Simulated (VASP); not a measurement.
Input of a VASP 6.6.1 run:

File INCAR:

```
SYSTEM = KTaO3
PREC = Accurate
ENCUT = 600
EDIFF = 1E-6
ISMEAR = 0
SIGMA = 0.1
LREAL = .FALSE.
LASPH = .TRUE.
NELM = 120
ALGO = Normal
ISIF = 2
LWAVE = .FALSE.
LCHARG = .FALSE.
GGA = PS
NBANDS = 27
GGA_COMPAT = .FALSE.
```

File KPOINTS:

```
regular mesh
0
G
  4 4 6
  0 0 0
```

File POSCAR:

```
KTaO3
1.0
    4.1298509695      0.0000000000      0.0000000000
    0.0000000000      4.1298509695      0.0000000000
    0.0000000000      0.0000000000      3.8185013787
K Ta O
1 1 3
Direct
    0.0000000000      0.0000000000      0.0000000000
    0.5000000000      0.5000000000      0.5000000000
    0.5000000000      0.5000000000      0.0000000000
    0.5000000000      0.0000000000      0.5000000000
    0.0000000000      0.5000000000      0.5000000000
```

Potentials or basis: VASP PAW PBE potentials, release 64 (K_sv, Ta_pv, O).

The run is started by

```sh
$ cat potpaw_PBE.64/K_sv/POTCAR potpaw_PBE.64/Ta_pv/POTCAR potpaw_PBE.64/O/POTCAR > POTCAR
$ mpirun -np 1 vasp_std > vasp.out
```

Task: What does it give for the band gap on the k mesh?

Result: 1.87 eV, indirect (least direct gap 2.47 eV).

Task: Predict the pressure.

Result: -2.6 GPa.

Stress tensor (GPa, compression positive):
```
-12.68   0.00   0.00
  0.00 -12.68   0.00
  0.00   0.00  17.61
```

Caveat: the PAW data sets were made with another functional, which shifts forces and pressure a little; spin-orbit coupling is left out, which moves the levels of the heavy elements. A k mesh can miss the band edges.
